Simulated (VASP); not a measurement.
# Al (P6_3/mmc) in VASP: a series of runs

Runs on Al. Level: LDA. Tasks: single point.

Everything below comes from runs of VASP 6.6.1. Logs are shortened: lines on timing, memory, paths and dates and some standing lists are left out, and cuts for length are marked.

### 1 The cell of the first run

It takes space group P6_3/mmc (No. 194, hexagonal). Conventional cell: a = 2.802 Å, b = 2.802 Å, c = 4.511 Å, α = 90.00°, β = 90.00°, γ = 120.00°. Al (site symmetry -6m2) has 12 Al at 2.78 to 2.80 Å within 3.7 Å.

This isn't the form of Al at room conditions, which is fcc.

### 2 Single point, LDA

File INCAR:

```
SYSTEM = Al
PREC = Accurate
ENCUT = 520
EDIFF = 1E-7
ISMEAR = 0
SIGMA = 0.15
LREAL = .FALSE.
LASPH = .TRUE.
NELM = 100
ALGO = Normal
ISIF = 2
LWAVE = .FALSE.
LCHARG = .FALSE.
NBANDS = 10
```

File KPOINTS:

```
Automatic mesh
0
G
  18 18 10
  0 0 0
```

File POSCAR:

```
Al
1.0
    2.8024648109      0.0000000000      0.0000000000
   -1.4012324054      2.4270057195      0.0000000000
    0.0000000000      0.0000000000      4.5105000000
Al
2
Direct
    0.6666666667      0.3333333333      0.7500000000
    0.3333333333      0.6666666667      0.2500000000
```

Potentials or basis: VASP PAW LDA potentials, release 64 (Al).

The run is started by

```console
$ cat potpaw_LDA.64/Al/POTCAR > POTCAR
$ mpirun -np 1 vasp_std > vasp.out
```

OUTCAR:

```text
SYSTEM = Al
   PREC = Accurate
   ENCUT = 520
   EDIFF = 1E-7
   ISMEAR = 0
   LREAL = .FALSE.
   LASPH = .TRUE.
   NELM = 100
   ISIF = 2

 ion  position               nearest neighbor table
   1  0.667  0.333  0.750-   2 2.78   2 2.78   2 2.78   2 2.78   2 2.78   2 2.78
   2  0.333  0.667  0.250-   1 2.78   1 2.78   1 2.78   1 2.78   1 2.78   1 2.78

  LATTYP: Found a hexagonal cell.
 ALAT       =     2.8024648109
 C/A-ratio  =     1.6094760521

  Lattice vectors:

 A1 = (   2.8024648109,   0.0000000000,   0.0000000000)
 A2 = (  -1.4012324054,   2.4270057195,   0.0000000000)
 A3 = (   0.0000000000,   0.0000000000,   4.5105000000)

Analysis of symmetry for initial positions (statically):
=====================================================================
 Subroutine PRICEL returns:
 Original cell was already a primitive cell.

 Routine SETGRP: Setting up the symmetry group for a
 hexagonal supercell.

 Subroutine GETGRP returns: Found 24 space group operations
 (whereof 12 operations were pure point group operations)
 out of a pool of 24 trial point group operations.

The static configuration has the point symmetry D_3d.
 The point group associated with its full space group is D_6h.

Analysis of symmetry for dynamics (positions and initial velocities):
=====================================================================
 Subroutine PRICEL returns:
 Original cell was already a primitive cell.

 Routine SETGRP: Setting up the symmetry group for a
 hexagonal supercell.

 Subroutine GETGRP returns: Found 24 space group operations
 (whereof 12 operations were pure point group operations)
 out of a pool of 24 trial point group operations.

The dynamic configuration has the point symmetry D_3d.
 The point group associated with its full space group is D_6h.

 Subroutine INISYM returns: Found 24 space group operations
 (whereof 12 operations are pure point group operations),
 and found     1 'primitive' translations

----------------------------------------------------------------------------------------

                                     Primitive cell

  volume of cell :      30.6786

  direct lattice vectors                    reciprocal lattice vectors
     2.802464811  0.000000000  0.000000000     0.356828745  0.206015172  0.000000000
    -1.401232405  2.427005719  0.000000000     0.000000000  0.412030343  0.000000000
     0.000000000  0.000000000  4.510500000     0.000000000  0.000000000  0.221704911

  length of vectors
     2.802464811  2.802464811  4.510500000     0.412030343  0.412030343  0.221704911

  position of ions in fractional coordinates (direct lattice)
     0.666666667  0.333333333  0.750000000
     0.333333333  0.666666667  0.250000000

  ion indices of the primitive-cell ions
   primitive index   ion index
                 1           1
                 2           2

----------------------------------------------------------------------------------------

 KPOINTS: Automatic mesh

Automatic generation of k-mesh.
 Grid dimensions read from file:
 generate k-points for:   18   18   10

 Generating k-lattice:

  Cartesian coordinates                     Fractional coordinates (reciprocal lattice)
     0.019823819  0.011445287  0.000000000     0.055555556  0.000000000  0.000000000
     0.000000000  0.022890575  0.000000000     0.000000000  0.055555556  0.000000000
     0.000000000  0.000000000  0.022170491     0.000000000  0.000000000  0.100000000

  Length of vectors
     0.022890575  0.022890575  0.022170491

  Shift w.r.t. Gamma in fractional coordinates (k-lattice)
     0.000000000  0.000000000  0.000000000

 Subroutine IBZKPT returns following result:
 ===========================================

 Found    222 irreducible k-points:

 Following reciprocal coordinates:
            Coordinates               Weight
  0.000000  0.000000  0.000000      1.000000
  0.055556  0.000000  0.000000      6.000000
  0.111111  0.000000  0.000000      6.000000
  0.166667  0.000000  0.000000      6.000000
  0.222222  0.000000  0.000000      6.000000
  0.277778 -0.000000  0.000000      6.000000
[... 16 lines left out ...]
  0.333333  0.111111  0.000000     12.000000
  0.388889  0.111111  0.000000     12.000000
 [... further k-points ...]
   k-points           NKPTS =    222   k-points in BZ     NKDIM =    222   number of bands    NBANDS=     10
   number of dos      NEDOS =    301   number of ions     NIONS =      2
   total plane-waves  NPLWV =  20736
   dimension x,y,z NGX =    24 NGY =   24 NGZ =   36
   dimension x,y,z NGXF=    48 NGYF=   48 NGZF=   72
   ions per type =               2
   NGX,Y,Z   is equivalent  to a cutoff of  14.24, 14.24, 13.27 a.u.
   NGXF,Y,Z  is equivalent  to a cutoff of  28.47, 28.47, 26.54 a.u.
 SYSTEM =  Al
   PREC   = accura    normal or accurate (medium, high low for compatibility)
   ISTART =      0    job   : 0-new  1-cont  2-samecut
   ICHARG =      2    charge: 1-file 2-atom 10-const
   ISPIN  =      1    spin polarized calculation?
   LNONCOLLINEAR =      F non collinear calculations
   LSORBIT =      F    spin-orbit coupling
   LASPH  =      T    aspherical Exc in radial PAW
   ENCUT  =  520.0 eV  38.22 Ry    6.18 a.u.   5.21  5.21  8.39*2*pi/ulx,y,z
   NELM   =    100;   NELMIN=  2; NELMDL= -5     # of ELM steps
   EDIFF  = 0.1E-06   stopping-criterion for ELM
   LREAL  =      F    real-space projection
   EDIFFG = 0.1E-05   stopping-criterion for IOM
   NSW    =      0    number of steps for IOM
   IBRION =     -1    ionic relax: 0-MD 1-quasi-New 2-CG
   NFREE  =      0    steps in history (QN), initial steepest desc. (CG)
   ISIF   =      2    stress and relaxation
   ISYM   =      2    0-nonsym 1-usesym 2-fastsym
   POTIM  = 0.5000    time-step for ionic-motion
   TEBEG  =    0.0;   TEEND  =   0.0 temperature during run
   PSTRESS=    0.0 pullay stress
   NELECT =       6.0000    total number of electrons
   NUPDOWN=      -1.0000    fix difference up-down
   EMIN   =  10.00;   EMAX   =-10.00  energy-range for DOS
   EFERMI =   0.00;   METHOD = LEGACY
   ISMEAR =     0;   SIGMA  =   0.15  broadening in eV -4-tet -1-fermi 0-gaus
   EFERMI_NEDOS =   21; number of points for ismear=-14 and -15
   IALGO  =     38    algorithm
   IMIX   =      4    mixing-type and parameters
     AMIX     =   0.40;   BMIX     =  1.00
     AMIX_MAG =   1.60;   BMIX_MAG =  1.00
  volume/ion in A,a.u.               =      15.34       103.51
  Fermi-wavevector in a.u.,A,eV,Ry     =   0.950269  1.795749 12.286220  0.903012
  Thomas-Fermi vector in A             =   2.078630
   LORBIT       =      0    0 simple, 1 ext, 2 COOP (PROOUT), +10 PAW based schemes
   GGA     = CA    functional components
   LHFCALC =     F    Hartree Fock is set to
   AEXX    =    0.0000 exact exchange contribution
   IVDW    =     0    specifies the selected vdW correction
   LEPSILON=     F    determine dielectric tensor
   LRPA    =     F    only Hartree local field effects (RPA)
 non-spin polarized calculation
 Gauss-broadening in eV      SIGMA  =   0.15
  energy-cutoff  :      520.00
  volume of cell :       30.68
 maximum number of plane-waves:       838
 NGX is ok and might be reduce to    24
   NGX = 11   NGY = 11   NGZ = 17

 number of electron       6.0000000 magnetization

 Free energy of the ion-electron system (eV)
  ---------------------------------------------------
  ext. energy  EPLUGINS =         0.00000000
  ---------------------------------------------------
  free energy    TOTEN  =        -8.30201781 eV

  energy without entropy =       -8.29204219  energy(sigma->0) =       -8.29703000

 E-fermi :   8.5742     XC(G=0): -10.6176

 val. band max:        8.5731241698   @ k =   0.2222   0.2222   0.0000
 cond. band min:       8.5983892064   @ k =   0.2778   0.0556   0.2000
 fundamental gap:      0.0252650365
 Fermi energy:         8.5741615145

 k-point     1 :       0.0000    0.0000    0.0000
  band No.  band energies     occupation
      1      -3.0453      2.00000
      2       3.8134      2.00000
      3       4.2538      2.00000
      4      19.3852      0.00000
      5      19.3852      0.00000
      6      19.7189      0.00000
      7      19.7189      0.00000
      8      21.1857      0.00000
      9      23.0499      0.00000
     10      24.1068      0.00000

 k-point     2 :       0.0556    0.0000    0.0000
  band No.  band energies     occupation
      1      -2.9680      2.00000
      2       3.8845      2.00000
      3       4.3288      2.00000
      4      17.7746      0.00000
      5      18.4264      0.00000
      6      19.6584      0.00000
      7      20.8066      0.00000
      8      21.8875      0.00000
      9      23.5417      0.00000
     10      23.6489      0.00000

 k-point     3 :       0.1111    0.0000    0.0000
  band No.  band energies     occupation
      1      -2.7363      2.00000
      2       4.0978      2.00000
      3       4.5528      2.00000
      4      15.6593      0.00000
      5      17.4506      0.00000
      6      18.8588      0.00000
      7      21.7554      0.00000
      8      21.8116      0.00000
      9      22.1446      0.00000
     10      23.1072      0.00000

 k-point     4 :       0.1667    0.0000    0.0000
  band No.  band energies     occupation
      1      -2.3512      2.00000
      2       4.4533      2.00000
      3       4.9223      2.00000
      4      13.5574      0.00000
      5      16.6035      0.00000
      6      17.9099      0.00000
      7      19.7536      0.00000
      8      20.3527      0.00000
      9      22.5674      0.00000
     10      22.7926      0.00000
[... 222 lines left out ...]
 k-point    22 :       0.2778    0.1111    0.0000
  band No.  band energies     occupation
      1      -0.0646      2.00000
      2       6.5845      2.00000
      3       6.7973      2.00000
      4       8.3419      1.97148
      5      11.8107      0.00000
      6      14.3173      0.00000
      7      15.1530      0.00000
      8      18.3499      0.00000
      9      18.7909      0.00000
     10      19.7454      0.00000

 k-point    23 :       0.3333    0.1111    0.0000
  band No.  band energies     occupation
      1       0.9131      2.00000
      2       6.0762      2.00000
      3       7.5024      2.00000
      4       8.3055      1.98870
      5      11.3736      0.00000
      6      12.7090      0.00000
      7      13.7513      0.00000
      8      17.9668      0.00000
      9      18.4829      0.00000
     10      19.4195      0.00000

 k-point    24 :       0.3889    0.1111    0.0000
  band No.  band energies     occupation
      1       2.0302      2.00000
      2       4.6572      2.00000
      3       8.5406      1.24824
      4       9.1848      0.00000
      5      10.9025      0.00000
      6      11.2517      0.00000
      7      12.6701      0.00000
      8      17.7394      0.00000
      9      18.2967      0.00000
     10      19.2210      0.00000

 [... further k-points ...]
[... 5 lines left out ...]
  --------------------------------------------------------------------------------------
  -------------------------------------------------------------------------------------
  Total        0.5747972      0.5747972      0.8334977      0.0000000      0.0000000      0.0000000
  in kB       30.0185393     30.0185393     43.5290661      0.0000000      0.0000000      0.0000000
  external PRESSURE =      34.5220483 kB  Pullay stress =       0.0000000 kB

 VOLUME and BASIS-vectors are now :
 -----------------------------------------------------------------------------
  energy-cutoff  :      520.00
  volume of cell :       30.68
      direct lattice vectors                 reciprocal lattice vectors
     2.802464811  0.000000000  0.000000000     0.356828745  0.206015172  0.000000000
    -1.401232405  2.427005719  0.000000000     0.000000000  0.412030343  0.000000000
     0.000000000  0.000000000  4.510500000     0.000000000  0.000000000  0.221704911

 POSITION                                       TOTAL-FORCE (eV/Angst)
 -----------------------------------------------------------------------------------
      1.40123      0.80900      3.38288        -0.000000     -0.000000      0.000000
     -0.00000      1.61800      1.12763         0.000000      0.000000      0.000000
 -----------------------------------------------------------------------------------
    total drift:                                0.000000     -0.000000      0.000000

  FREE ENERGIE OF THE ION-ELECTRON SYSTEM (eV)
  ---------------------------------------------------
  free  energy   TOTEN  =        -8.3020178108 eV

  energy  without entropy=       -8.2920421889  energy(sigma->0) =       -8.29703000
```

It took 45 s on 1 thread of Intel Xeon 8259CL, shared host; peak memory 0.17 GiB.

Results:

- Free energy: -8.3020 eV
- Pressure: 3.5 GPa
- Band gap on the k mesh: zero (bands 3 and 4 overlap by 7.83 eV)

Caveat: the cell stands under pressure.

[end of part 1 of 2]
